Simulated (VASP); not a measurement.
## Zr: single point with PBE

The system is Zr, a slab with vacuum.

```
CELL_PARAMETERS angstrom
3.23110 0.00000 0.00000
-1.61555 2.79821 0.00000
0.00000 0.00000 28.93780
ATOMIC_POSITIONS crystal
Zr 0.83333 0.16667 0.27645
Zr 0.16667 0.83333 0.36587
Zr 0.83333 0.16667 0.45529
Zr 0.16667 0.83333 0.54471
Zr 0.83333 0.16667 0.63413
Zr 0.16667 0.83333 0.72355
```

| Item | Value |
| --- | --- |
| Program | VASP 6.6.1 |
| Task | single point |
| Functional | PBE |
| Potentials or basis | VASP PAW PBE potentials, release 64 (Zr_sv) |
| Cutoff | 520 eV |
| k mesh | 15 × 15 × 1 |
| Occupations | fermi-dirac, width 0.08 eV |
| Spin | no spin polarisation |

| Item | Value |
| --- | --- |
| Largest force | 0.540 eV/Å |
| Band gap on the k mesh | zero (bands 36 and 37 overlap by 1.34 eV) |

Forces on the atoms (eV/Å):
```
Zr   0.000  0.000  0.485
Zr   0.000  0.000 -0.540
Zr   0.000  0.000 -0.012
Zr   0.000  0.000  0.012
Zr   0.000  0.000  0.540
Zr   0.000  0.000 -0.485
```

Levels at points of the mesh, in eV from the Fermi level:
```
           k point  band 33  band 34  band 35  band 36  band 37  band 38  band 39  band 40
(0.00, 0.00, 0.00)     0.21     0.47     0.63     0.79     0.79     0.80     0.80     0.87
```

It took 12 min on 1 thread of Intel(R) Xeon(R) Platinum 8259CL CPU @ 2.50GHz (Skylake/Cascade Lake), with other jobs on the host, peak memory 0.47 GiB.
